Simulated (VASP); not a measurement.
# MgS (Fm-3m) in VASP: single point with PBEsol

Aim: the single point of MgS with PBEsol.

Everything below comes from runs of VASP 6.6.1. Logs are shortened: lines on timing, memory, paths and dates and some standing lists are left out, and cuts for length are marked.

## 1. The cell of the first run

Symmetry: Fm-3m, No. 225, cubic system. The conventional cell has a = 5.305 Å, b = 5.305 Å, c = 5.305 Å, α = 90.00°, β = 90.00°, γ = 90.00°. Mg (site symmetry m-3m) has 6 S at 2.65 Å within 3.5 Å. Within 3.5 Å of S (site symmetry m-3m) lie 6 Mg at 2.65 Å.

## 2. Single point, PBEsol (volume scaled by 1.06)

INCAR

```
  PREC = Accurate
  ENCUT = 520
  EDIFF = 1E-6
  ISMEAR = -1
  SIGMA = 0.03
  LREAL = F
  LASPH = T
  NELM = 80
  ALGO = Normal
  ISIF = 2
  LWAVE = F
  LCHARG = F
  GGA = PS
  NBANDS = 11
```

KPOINTS

```
regular mesh
0
Gamma
  10 10 10
```

POSCAR

```
MgS
1.0
    0.0000000000      2.6526756994      2.6526756994
    2.6526756994      0.0000000000      2.6526756994
    2.6526756994      2.6526756994      0.0000000000
Mg S
1 1
Direct
    0.0000000000      0.0000000000      0.0000000000
    0.5000000000      0.5000000000      0.5000000000
```

Potentials or basis: VASP PAW PBE potentials, release 64 (Mg, S).

The run is started by

```console
$ cat potpaw_PBE.64/Mg/POTCAR potpaw_PBE.64/S/POTCAR > POTCAR
$ mpirun -np 1 vasp_std > vasp.out
```

OUTCAR:

```text
PREC = Accurate
   ENCUT = 520
   EDIFF = 1E-6
   ISMEAR = -1
   LREAL = F
   LASPH = T
   NELM = 80
   ISIF = 2
   GGA = PS

 ion  position               nearest neighbor table
   1  0.000  0.000  0.000-   2 2.65   2 2.65   2 2.65   2 2.65   2 2.65   2 2.65
   2  0.500  0.500  0.500-   1 2.65   1 2.65   1 2.65   1 2.65   1 2.65   1 2.65

  LATTYP: Found a face centered cubic cell.
 ALAT       =     5.3053513988

  Lattice vectors:

 A1 = (   0.0000000000,   2.6526756994,   2.6526756994)
 A2 = (   2.6526756994,   0.0000000000,   2.6526756994)
 A3 = (   2.6526756994,   2.6526756994,   0.0000000000)

Analysis of symmetry for initial positions (statically):
=====================================================================
 Subroutine PRICEL returns:
 Original cell was already a primitive cell.

 Routine SETGRP: Setting up the symmetry group for a
 face centered cubic supercell.

 Subroutine GETGRP returns: Found 48 space group operations
 (whereof 48 operations were pure point group operations)
 out of a pool of 48 trial point group operations.

The static configuration has the point symmetry O_h .

Analysis of symmetry for dynamics (positions and initial velocities):
=====================================================================
 Subroutine PRICEL returns:
 Original cell was already a primitive cell.

 Routine SETGRP: Setting up the symmetry group for a
 face centered cubic supercell.

 Subroutine GETGRP returns: Found 48 space group operations
 (whereof 48 operations were pure point group operations)
 out of a pool of 48 trial point group operations.

The dynamic configuration has the point symmetry O_h .

 Subroutine INISYM returns: Found 48 space group operations
 (whereof 48 operations are pure point group operations),
 and found     1 'primitive' translations

----------------------------------------------------------------------------------------

                                     Primitive cell

  volume of cell :      37.3321

  direct lattice vectors                    reciprocal lattice vectors
     0.000000000  2.652675699  2.652675699    -0.188488928  0.188488928  0.188488928
     2.652675699  0.000000000  2.652675699     0.188488928 -0.188488928  0.188488928
     2.652675699  2.652675699  0.000000000     0.188488928  0.188488928 -0.188488928

  length of vectors
     3.751449951  3.751449951  3.751449951     0.326472401  0.326472401  0.326472401

  position of ions in fractional coordinates (direct lattice)
     0.000000000  0.000000000  0.000000000
     0.500000000  0.500000000  0.500000000
[... 79 lines left out ...]
   EDIFFG = 0.1E-04   stopping-criterion for IOM
   NSW    =      0    number of steps for IOM
   IBRION =     -1    ionic relax: 0-MD 1-quasi-New 2-CG
   NFREE  =      0    steps in history (QN), initial steepest desc. (CG)
   ISIF   =      2    stress and relaxation
   ISYM   =      2    0-nonsym 1-usesym 2-fastsym
   POTIM  = 0.5000    time-step for ionic-motion
   TEBEG  =    0.0;   TEEND  =   0.0 temperature during run
   PSTRESS=    0.0 pullay stress
   NELECT =       8.0000    total number of electrons
   NUPDOWN=      -1.0000    fix difference up-down
   EMIN   =  10.00;   EMAX   =-10.00  energy-range for DOS
   EFERMI =   0.00;   METHOD = LEGACY
   ISMEAR =    -1;   SIGMA  =   0.03  broadening in eV -4-tet -1-fermi 0-gaus
   EFERMI_NEDOS =   21; number of points for ismear=-14 and -15
   IALGO  =     38    algorithm
   IMIX   =      4    mixing-type and parameters
     AMIX     =   0.40;   BMIX     =  1.00
     AMIX_MAG =   1.60;   BMIX_MAG =  1.00
  volume/ion in A,a.u.               =      18.67       125.96
  Fermi-wavevector in a.u.,A,eV,Ry     =   0.979664  1.851297 13.058088  0.959742
  Thomas-Fermi vector in A             =   2.110535
   LORBIT       =      0    0 simple, 1 ext, 2 COOP (PROOUT), +10 PAW based schemes
   GGA     = PS    functional components
   LHFCALC =     F    Hartree Fock is set to
   AEXX    =    0.0000 exact exchange contribution
   IVDW    =     0    specifies the selected vdW correction
   LEPSILON=     F    determine dielectric tensor
   LRPA    =     F    only Hartree local field effects (RPA)
 non-spin polarized calculation
  energy-cutoff  :      520.00
  volume of cell :       37.33
 maximum number of plane-waves:      1018
   NGX = 13   NGY = 13   NGZ = 13

 number of electron       8.0000001 magnetization

 Free energy of the ion-electron system (eV)
  ---------------------------------------------------
  ext. energy  EPLUGINS =         0.00000000
  ---------------------------------------------------
  free energy    TOTEN  =        -9.03246912 eV

  energy without entropy =       -9.03246912  energy(sigma->0) =       -9.03246912

 E-fermi :   3.7479     XC(G=0):  -9.5980

 val. band max:        3.1713197308   @ k =   0.0000   0.0000   0.0000
 cond. band min:       5.7530241107   @ k =   0.5000   0.5000   0.0000
 fundamental gap:      2.5817043799
 Fermi energy:         3.7479343274

 k-point     1 :       0.0000    0.0000    0.0000
  band No.  band energies     occupation
      1      -9.1914      2.00000
      2       3.1713      2.00000
      3       3.1713      2.00000
      4       3.1713      2.00000
      5       6.3274      0.00000
      6      11.0540      0.00000
      7      11.0540      0.00000
      8      11.0540      0.00000
      9      13.4126      0.00000
     10      13.4126      0.00000
     11      15.3246      0.00000
[... 309 lines left out ...]
 k-point    24 :       0.4000    0.3000    0.0000
  band No.  band energies     occupation
      1      -8.0266      2.00000
      2      -0.2602      2.00000
      3       1.6375      2.00000
      4       1.8945      2.00000
      5       6.8939      0.00000
      6       8.3696      0.00000
      7      12.1485      0.00000
      8      13.3897      0.00000
      9      14.7200      0.00000
     10      16.1559      0.00000
     11      19.2771      0.00000

 [... further k-points ...]
[... 5 lines left out ...]
  --------------------------------------------------------------------------------------
  -------------------------------------------------------------------------------------
  Total       -1.1612493     -1.1612493     -1.1612493      0.0000000      0.0000000     -0.0000000
  in kB      -49.8371918    -49.8371918    -49.8371918      0.0000000      0.0000000     -0.0000000
  external PRESSURE =     -49.8371918 kB  Pullay stress =       0.0000000 kB

 VOLUME and BASIS-vectors are now :
 -----------------------------------------------------------------------------
  energy-cutoff  :      520.00
  volume of cell :       37.33
      direct lattice vectors                 reciprocal lattice vectors
     0.000000000  2.652675699  2.652675699    -0.188488928  0.188488928  0.188488928
     2.652675699  0.000000000  2.652675699     0.188488928 -0.188488928  0.188488928
     2.652675699  2.652675699  0.000000000     0.188488928  0.188488928 -0.188488928

 POSITION                                       TOTAL-FORCE (eV/Angst)
 -----------------------------------------------------------------------------------
      0.00000      0.00000      0.00000         0.000000      0.000000     -0.000000
      2.65268      2.65268      2.65268        -0.000000     -0.000000      0.000000
 -----------------------------------------------------------------------------------
    total drift:                                0.000000      0.000000      0.000000

  FREE ENERGIE OF THE ION-ELECTRON SYSTEM (eV)
  ---------------------------------------------------
  free  energy   TOTEN  =        -9.0324691161 eV

  energy  without entropy=       -9.0324691160  energy(sigma->0) =       -9.03246912
```

Wall time 28 s (1 thread of Intel Xeon 8259CL, shared host); peak memory 0.17 GiB.

Results:

- Free energy: -9.0325 eV
- Pressure: -5.0 GPa
- Band gap on the k mesh: 2.58 eV, indirect (least direct gap 3.16 eV)

Levels at points of the mesh, in eV from the valence-band top:
| k point | band 1 | band 2 | band 3 | band 4 | band 5 | band 6 | band 7 | band 8 | band 9 |
| --- | --- | --- | --- | --- | --- | --- | --- | --- | --- |
| (0.00, 0.00, 0.00) | -12.36 | 0.00 | 0.00 | 0.00 | 3.16 | 7.88 | 7.88 | 7.88 | 10.24 |
| (0.50, 0.00, 0.00) | -11.18 | -4.59 | -0.54 | -0.54 | 4.31 | 6.75 | 6.75 | 9.44 | 11.66 |
| (0.50, 0.50, 0.00) | -10.85 | -3.96 | -1.58 | -1.58 | 2.58 | 4.41 | 11.31 | 12.65 | 12.67 |

Caveat: the PAW data sets were made with another functional, which shifts forces and pressure a little.
